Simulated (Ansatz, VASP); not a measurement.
# One calculation of AlN, two programs

```
Al N
1.0
     3.11300    0.00000    0.00000
    -1.55650    2.69594    0.00000
     0.00000    0.00000    4.98100
Al N
2 2
Direct
  0.33333 0.66667 0.00000
  0.66667 0.33333 0.50000
  0.33333 0.66667 0.38000
  0.66667 0.33333 0.92015
```

Alike in both runs: task single point; functional PBE; k mesh 12 × 12 × 4; no spin polarisation.

|  | VASP | Ansatz |
| --- | --- | --- |
| version | VASP 6.6.1 | Ansatz 0.2.0 |
| potentials or method | VASP PAW PBE potentials, release 64 (Al, N), cutoff 600 eV | plane waves, PAW |
| occupations | gaussian, width 0.01 eV | fixed |
| valence electrons in the cell | 16 | 16 |

VASP gave:

| Item | Value |
| --- | --- |
| rms of the force components (eV/Å) | 0.964 |

Task: What did Ansatz give for the same quantities?

Result: rms of the force components (eV/Å): 0.961.

Atom by atom the forces differ by 0.004 eV/Å (rms over components).
